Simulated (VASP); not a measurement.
InP:

```
In P
1.0
     0.00000    2.93450    2.93450
     2.93450    0.00000    2.93450
     2.93450    2.93450    0.00000
In P
1 1
Direct
  0.00000 0.00000 0.00000
  0.25000 0.25000 0.25000
```

Base run:

* Program: VASP 6.6.1
* Functional: LDA
* Potentials or basis: VASP PAW LDA potentials, release 64 (In_d, P)
* Cutoff: 520 eV
* k mesh: 10 × 10 × 10
* Occupations: gaussian, width 0.03 eV
* Spin: non-collinear spin, zero start, spin-orbit coupling
* Starting moments: [[0.0, 0.0, 0.0], [0.0, 0.0, 0.0]] μB

Its results: pressure -1.5 GPa; net moment 0.00 μB per cell.

Task: The run is repeated on the same cell with these changes: functional from LDA to r2SCAN; potentials or basis from VASP PAW LDA potentials, release 64 (In_d, P) to VASP PAW PBE potentials, release 64 (In_d, P). What comes out?

Result: Pressure 1.2 GPa; net moment 0.00 μB per cell.

Caveats: the PAW data sets were made with another functional, which shifts forces and pressure a little (at least some runs).
